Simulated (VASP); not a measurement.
A run of VASP 6.6.1:

The input INCAR:

```
SYSTEM = Ho2O
PREC = Accurate
ENCUT = 600
EDIFF = 1E-6
ISMEAR = 0
SIGMA = 0.1
LREAL = .False.
LASPH = .True.
NELM = 200
ALGO = Normal
ISIF = 2
LWAVE = .False.
LCHARG = .True.
GGA = PE
LELF = .True.
LVHAR = .True.
NBANDS = 19
GGA_COMPAT = .False.
LMAXMIX = 6
```

File KPOINTS:

```
Automatic mesh
0
Gamma
  10 10 8
  0 0 0
```

POSCAR

```
Ho2O
1.0
    3.5077244373      0.0000000000      0.0000000000
    0.0000000000      3.5077244373      0.0000000000
    0.0000000000      0.0000000000      4.6332578304
Ho O
2 1
Direct
    0.5000000000      0.5000000000      0.0000000000
    0.0000000000      0.0000000000      0.5000000000
    0.0000000000      0.0000000000      0.0000000000
```

Potentials or basis: VASP PAW PBE potentials, release 64 (Ho_3, O), 4f in core.

Launch:

```console
$ cat potpaw_PBE.64/Ho_3/POTCAR potpaw_PBE.64/O/POTCAR > POTCAR
$ mpirun -np 1 vasp_std > vasp.out
```

Hardware: 1 thread of Intel(R) Xeon(R) 6975P-C (Granite Rapids), on a shared host.

**Question.** How long does it take, and how much memory?

**Answer.** Wall time 59 s on 1 thread of Intel(R) Xeon(R) 6975P-C (Granite Rapids) (shared host), peak memory 0.28 GiB. Counts: scf iterations 13, k points 105.
